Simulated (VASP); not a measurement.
# SiC (P6_3mc) in VASP: notebook, part 2 of 2

VASP 6.6.1. The steps go on from the part before.

### Step 3. Relaxation of cell and atoms, PBE

This run uses another cell than the first one, of 10.35 Å³/atom.

Contents of INCAR:

```
SYSTEM = SiC
PREC = Accurate ; ENCUT = 600
EDIFF = 1E-7 ; ISMEAR = 0
SIGMA = 0.01 ; LREAL = .FALSE.
LASPH = .TRUE. ; NELM = 80
ALGO = Normal ; ISIF = 3
LWAVE = .FALSE. ; LCHARG = .FALSE.
GGA = PE ; IBRION = 2
NSW = 80 ; EDIFFG = -0.002
```

Contents of KPOINTS:

```
regular mesh
0
G
  12 12 3
  0 0 0
```

Contents of POSCAR:

```
SiC
1.0
    3.0800000000      0.0000000000      0.0000000000
   -1.5400000000      2.6673582437      0.0000000000
    0.0000000000      0.0000000000     10.0800000000
Si C
4 4
Direct
    0.0000000000      0.0000000000      0.0000000000
    0.3333333333      0.6666666667      0.2500000000
    0.6666666667      0.3333333333      0.5000000000
    0.3333333333      0.6666666667      0.7500000000
    0.0000000000      0.0000000000      0.1875000000
    0.3333333333      0.6666666667      0.4375000000
    0.6666666667      0.3333333333      0.6875000000
    0.3333333333      0.6666666667      0.9375000000
```

Potentials or basis: VASP PAW PBE potentials, release 64 (Si, C).

Run with:

```bash
$ cat potpaw_PBE.64/Si/POTCAR potpaw_PBE.64/C/POTCAR > POTCAR
$ mpirun -np 1 vasp_std > vasp.out
```

OUTCAR:

```text
SYSTEM = SiC
   PREC = Accurate
   ENCUT = 600
   EDIFF = 1E-7
   ISMEAR = 0
   LREAL = .FALSE.
   LASPH = .TRUE.
   NELM = 80
   ISIF = 3
   GGA = PE
   IBRION = 2
   NSW = 80
   EDIFFG = -0.002

 ion  position               nearest neighbor table
   1  0.000  0.000  0.000-   8 1.89   8 1.89   8 1.89   5 1.89   4 3.08   2 3.08   4 3.08   2 3.08
                             2 3.08   4 3.08
   2  0.333  0.667  0.250-   5 1.89   5 1.89   5 1.89   6 1.89   1 3.08   3 3.08   3 3.08   1 3.08
                             1 3.08   3 3.08
   3  0.667  0.333  0.500-   6 1.89   6 1.89   6 1.89   7 1.89   2 3.08   4 3.08   4 3.08   2 3.08
                             4 3.08   2 3.08
   4  0.333  0.667  0.750-   7 1.89   7 1.89   7 1.89   8 1.89   3 3.08   1 3.08   3 3.08   1 3.08
                             1 3.08   3 3.08
   5  0.000  0.000  0.188-   2 1.89   2 1.89   2 1.89   1 1.89
   6  0.333  0.667  0.438-   3 1.89   3 1.89   3 1.89   2 1.89
   7  0.667  0.333  0.688-   4 1.89   4 1.89   4 1.89   3 1.89
[... 465 lines left out ...]

 val. band max:        8.0196735974   @ k =   0.0000   0.0000   0.0000
 cond. band min:      10.2428606780   @ k =   0.5000   0.0000   0.0000
 fundamental gap:      2.2231870806
 Fermi energy:         8.1195346125

 k-point     1 :       0.0000    0.0000    0.0000
  band No.  band energies     occupation
      1      -7.3524      2.00000
      2      -6.1886      2.00000
      3      -6.1527      2.00000
      4      -3.8377      2.00000
      5      -0.5127      2.00000
      6       3.6651      2.00000
[... 565 lines left out ...]
     20      13.2480      0.00000
     21      13.7687      0.00000

 [... further k-points ...]

------------------------ aborting loop because EDIFF is reached ----------------------------------------

  FORCE on cell =-STRESS in cart. coord.  units (eV):
  Direction    XX          YY          ZZ          XY          YZ          ZX
  --------------------------------------------------------------------------------------
  -------------------------------------------------------------------------------------
  Total        0.0028232      0.0028232     -0.0046105      0.0000000      0.0000000     -0.0000000
  in kB        0.0539048      0.0539048     -0.0880303      0.0000000      0.0000000     -0.0000000
  external PRESSURE =       0.0065931 kB  Pullay stress =       0.0000000 kB
[... 23 lines left out ...]
  FREE ENERGIE OF THE ION-ELECTRON SYSTEM (eV)
  ---------------------------------------------------
  free  energy   TOTEN  =       -60.2533777881 eV

  energy  without entropy=      -60.2533777881  energy(sigma->0) =      -60.25337779

 reached required accuracy - stopping structural energy minimisation
```

OSZICAR:

```text
N       E                     dE             d eps       ncg     rms          rms(c)
DAV:   1     0.102007738736E+03    0.10201E+03   -0.16075E+04  1596   0.152E+03
DAV:   2    -0.595880084939E+02   -0.16160E+03   -0.15329E+03  2270   0.234E+02
DAV:   3    -0.675211253823E+02   -0.79331E+01   -0.78925E+01  1966   0.534E+01
DAV:   4    -0.676502007636E+02   -0.12908E+00   -0.12884E+00  1959   0.768E+00
[... 48 lines left out ...]
DAV:   4    -0.602533770924E+02    0.78535E-09   -0.20828E-07  1308   0.282E-03
   6 F= -.60253377E+02 E0= -.60253377E+02  d E =-.509320E-06
       N       E                     dE             d eps       ncg     rms          rms(c)
DAV:   1    -0.602533779078E+02   -0.81458E-06   -0.57581E-05  1676   0.529E-02    0.249E-03
DAV:   2    -0.602533778720E+02    0.35722E-07   -0.13792E-06  1956   0.765E-03    0.138E-03
DAV:   3    -0.602533777881E+02    0.83895E-07   -0.92136E-08  1038   0.235E-03
   7 F= -.60253378E+02 E0= -.60253378E+02  d E =-.120506E-05
```

CONTCAR:

```text
SiC
   1.00000000000000
     3.0932249172756596   -0.0000000000000000    0.0000000000000000
    -1.5466124586378298    2.6788113580242348    0.0000000000000000
    -0.0000000000000000    0.0000000000000000   10.1267272045650110
  Si              C
     4     4
Direct
     0.0000000000000000    0.0000000000000000    0.9999041358575550
     0.3333333332999970    0.6666666667000030    0.2498542417975087
     0.6666666667000030    0.3333333332999970    0.4999041358575549
     0.3333333332999970    0.6666666667000030    0.7498542417975086
     1.0000000000000000    0.0000000000000000    0.1879423576423529
     0.3333333332999970    0.6666666667000030    0.4372992647025835
     0.6666666667000030    0.3333333332999970    0.6879423576423529
     0.3333333332999970    0.6666666667000030    0.9372992647025835

  0.00000000E+00  0.00000000E+00  0.00000000E+00
  0.00000000E+00  0.00000000E+00  0.00000000E+00
  0.00000000E+00  0.00000000E+00  0.00000000E+00
  0.00000000E+00  0.00000000E+00  0.00000000E+00
  0.00000000E+00  0.00000000E+00  0.00000000E+00
  0.00000000E+00  0.00000000E+00  0.00000000E+00
  0.00000000E+00  0.00000000E+00  0.00000000E+00
  0.00000000E+00  0.00000000E+00  0.00000000E+00
```

It took 8.3 min on 1 thread of Intel Xeon 8259CL, shared host; peak memory 0.28 GiB.

What came out:

```yaml
Free_energy: -60.2534 eV
Relaxed_volume: 10.49 Å³/atom
Relaxed_cell: a = 3.093 Å, b = 3.093 Å, c = 10.127 Å, α = 90.00°, β = 90.00°, γ = 120.00°
Space_group_after_relaxing_to_0.1_Å: P6_3mc (No. 186)
Energy_gained_by_relaxing: 1.3 meV/atom
Ionic_steps: 7
Pressure_after_relaxing: 0.0 GPa
Band_gap_on_the_k_mesh: 2.22 eV (least direct gap 3.34 eV)
```

Step by step:
```tsv
step	energy change (eV)	largest force (eV/Å)	pressure (GPa)	volume (Å³)
1	0.0000	0.1446	2.88	82.81
2	0.0001	0.0850	-2.81	85.06
3	-0.0106	0.0262	-0.03	83.92
4	-0.0106	0.0120	0.00	83.91
5	-0.0106	0.0041	0.00	83.91
6	-0.0106	0.0034	0.00	83.91
7	-0.0106	0.0006	0.00	83.91
```

Final structure:
```
Si C
1.0
     3.09322    0.00000    0.00000
    -1.54661    2.67881    0.00000
     0.00000    0.00000   10.12673
Si C
4 4
Cartesian
  0.0000 0.0000 10.1258
  0.0000 1.7859 2.5302
  1.5466 0.8929 5.0624
  0.0000 1.7859 7.5936
  3.0932 0.0000 1.9032
  0.0000 1.7859 4.4284
  1.5466 0.8929 6.9666
  0.0000 1.7859 9.4918
```

Caveat: an odd mesh through Γ misses points on the zone boundary, where band edges can lie.
